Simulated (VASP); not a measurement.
SnSe, 2 atoms in the cell. Symmetry: I4mm, No. 107, tetragonal system. The conventional cell has a = 4.257 Å, b = 4.257 Å, c = 6.020 Å, α = 90.00°, β = 90.00°, γ = 90.00°. Within 3.8 Å of Sn (site symmetry 4mm) lie 6 Se at 2.86 to 3.16 Å. Within 3.8 Å of Se (site symmetry 4mm) lie 6 Sn at 2.86 to 3.16 Å.  This cell differs from its parent crystal: one atom moved.

| Item | Value |
| --- | --- |
| Program | VASP 6.6.1 |
| Task | single point |
| Functional | PBE |
| Potentials or basis | VASP PAW PBE potentials, release 64 (Sn_d, Se) |
| Cutoff | 520 eV |
| k mesh | 10 × 10 × 10 |
| Occupations | gaussian, width 0.05 eV |
| Spin | no spin polarisation |
| Dipole correction | no |
| Further INCAR settings | ALGO = Normal; EDIFF = 1e-07; NBANDS = 17 |

Potentials or basis: VASP PAW PBE potentials, release 64 (Sn_d, Se).

Launch:

```sh
$ cat potpaw_PBE.64/Sn_d/POTCAR potpaw_PBE.64/Se/POTCAR > POTCAR
$ mpirun -np 1 vasp_std > vasp.out
```

Hardware: 1 thread of Intel(R) Xeon(R) Platinum 8488C (Sapphire Rapids) (shared host).

Problem. How long does it take, and how much memory?

Solution. Run time: 36 s on 1 thread of Intel(R) Xeon(R) Platinum 8488C (Sapphire Rapids) (shared host), peak memory 0.22 GiB. Counts: scf iterations 13, k points 102.
